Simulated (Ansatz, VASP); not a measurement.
# One calculation of NaF, two programs

```
Na F
1.0
     0.00000    2.35028    2.35028
     2.35028    0.00000    2.35028
     2.35028    2.35028    0.00000
Na F
1 1
Direct
  0.00000 0.00000 0.00000
  0.50000 0.50000 0.50000
```

Alike in both runs: task single point; functional r2SCAN; k mesh 8 × 8 × 8; occupations gaussian, width 0.02 eV; no spin polarisation.

```csv
,VASP,Ansatz
version,VASP 6.6.1,Ansatz 0.2.0
potentials or method,"VASP PAW PBE potentials, release 64 (Na_pv, F), cutoff 660 eV","scalar-relativistic, plane waves, PAW"
valence electrons in the cell,14,16
```

|  | VASP | Ansatz | Ansatz less VASP |
| --- | --- | --- | --- |
| gap on the k mesh at the Fermi level (eV) | 6.94 | 6.90 | -0.039 |
| least direct gap on the mesh (eV) | 6.94 | 6.90 | -0.039 |

VASP's potentials were made for PBE, not for r2SCAN. VASP's potentials hold 14 valence electrons a cell and Ansatz's 16, so a difference there can come from the potentials and not from the codes.
